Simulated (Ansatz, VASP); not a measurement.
**Two plane-wave programs on SnO**

INCAR

```
SYSTEM = SnO
PREC = Accurate ; ENCUT = 520
EDIFF = 1E-6 ; ISMEAR = 0
SIGMA = 0.15 ; LREAL = .False.
LASPH = .True. ; NELM = 60
ALGO = Normal ; ISIF = 2
LWAVE = .False. ; LCHARG = .False.
GGA = CA ; NBANDS = 28
```

File KPOINTS:

```
regular mesh
0
Gamma
  10 10 8
  0 0 0
```

The input POSCAR:

```
SnO
1.0
    3.7657594054      0.0000000000      0.0000000000
    0.0000000000      3.7657594054      0.0000000000
    0.0000000000      0.0000000000      4.8890000000
Sn O
2 2
Direct
    0.0000000000      0.5000000000      0.2455950842
    0.5000000000      0.0000000000      0.7544049158
    0.0000000000      0.0000000000      0.0000000000
    0.5000000000      0.5000000000      0.0000000000
```

Input for Ansatz:

```yaml
crystal:
  lattice:
    - [3.7657594054, 0.0, 0.0]
    - [0.0, 3.7657594054, 0.0]
    - [0.0, 0.0, 4.889]
  atoms:
    - { symbol: Sn, position: [0.0, 0.5, 0.2455950842] }
    - { symbol: Sn, position: [0.5, 0.0, 0.7544049158] }
    - { symbol: O, position: [0.0, 0.0, 0.0] }
    - { symbol: O, position: [0.5, 0.5, 0.0] }
basis:
  ecutwfc: 520.0
kpoints:
  mp_grid: { grid: [10, 10, 8] }
hamiltonian:
  xc: lda
  pseudopotentials: { kind: paw, azcp: { folder: soft_1 } }
scf:
  occupations: { method: gaussian, width: 0.15 }
output:
  forces: true
  stress: true
  eigenvalues: true
```

Alike in both runs: task single point; functional LDA; k mesh 10 × 10 × 8; occupations gaussian, width 0.15 eV; no spin polarisation.

|  | VASP | Ansatz |
| --- | --- | --- |
| version | VASP 6.6.1 | Ansatz 0.2.0 |
| potentials or method | VASP PAW LDA potentials, release 64 (Sn_d, O), cutoff 520 eV | scalar-relativistic, plane waves, PAW |
| valence electrons in the cell | 40 | 40 |

```tsv
	VASP	Ansatz	Ansatz less VASP
gap on the k mesh at the Fermi level (eV)	none	none	-
pressure (GPa)	-3.7	-4.1	-0.43
traceless stress, the component that is largest in VASP (GPa)	-2.09	-2.12	-0.029
rms of the force components (eV/Å)	0.324	0.376	+0.0520
```

Ansatz warns that its potentials were made for another functional, while VASP's fit it. LDA's correlation is that of Perdew and Zunger in VASP and of Perdew and Wang (1992) in Ansatz. Atom by atom the forces differ by 0.052 eV/Å (rms over components). A gap of «none» marks a metal or a gap that the smearing closes.
